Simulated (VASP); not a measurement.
Runs of VASP 6.6.1 on TePb. It takes space group Fm-3m (No. 225, cubic). Conventional cell: a = 6.536 Å, b = 6.536 Å, c = 6.536 Å, α = 90.00°, β = 90.00°, γ = 90.00°. Pb (site symmetry m-3m) has 6 Te at 3.27 Å within 4.3 Å. Te (site symmetry m-3m) has 6 Pb at 3.27 Å within 4.3 Å. 

| level | k mesh | smearing | grid for exact exchange (PRECFOCK) | share of exact exchange | screening parameter | gap on the mesh (eV) | pressure (GPa) |
| --- | --- | --- | --- | --- | --- | --- | --- |
| HF | 4 × 4 × 4 | gaussian 0.01 eV | Normal | 1 | - | (a) | 3.2 |
| PBE | 6 × 6 × 6 | fermi-dirac 0.2 eV | - | - | - | 0.81 | 0.5 |
| PBE | 6 × 6 × 6 | gaussian 0.01 eV | - | - | - | 0.80 | 0.6 |
| PBE | 6 × 6 × 6 | fermi-dirac 0.001 eV | - | - | - | 0.80 | 0.6 |
| PBE+D3(BJ) | 6 × 6 × 6 | gaussian 0.01 eV | - | - | - | 0.80 | -1.2 |
| PBE+D4 | 6 × 6 × 6 | gaussian 0.01 eV | - | - | - | 0.80 | -0.9 |
| HSE06 | 4 × 4 × 4 | methfessel-paxton 0.05 eV | Normal | 0.25 | 0.2079 1/Å | (b) | -0.5 |
| PBE-based global hybrid with 35 % exact exchange | 4 × 4 × 4 | gaussian 0.01 eV | Normal | 0.35 | - | 2.24 | (c) |
| PBE | 6 × 6 × 6, shifted | gaussian 0.01 eV | - | - | - | 1.14 | 0.6 |
| PBE | 6 × 6 × 6 | gaussian 0.001 eV | - | - | - | 0.80 | 0.6 |
| PBE-based global hybrid with 15 % exact exchange | 4 × 4 × 4 | gaussian 0.01 eV | Normal | 0.15 | - | 1.40 | (d) |

Alike in all rows: task single point; potentials or basis VASP PAW PBE potentials, release 64 (Pb_d, Te); no spin polarisation; cell as given; cutoff (eV) 520.

Task: Estimate the missing entries.

Result: (a) 5.33; (b) 1.17; (c) -1.1; (d) -0.1.

Caveats: spin-orbit coupling is left out, which moves the levels of the heavy elements; the PAW data sets were made with another functional, which shifts forces and pressure a little (at least some runs); the cell stands under pressure (at least some runs); a shifted mesh leaves out Γ, where band edges can lie (at least some runs).

A k mesh can miss the band edges, and the runs leave out spin-orbit coupling on Pb, Te.
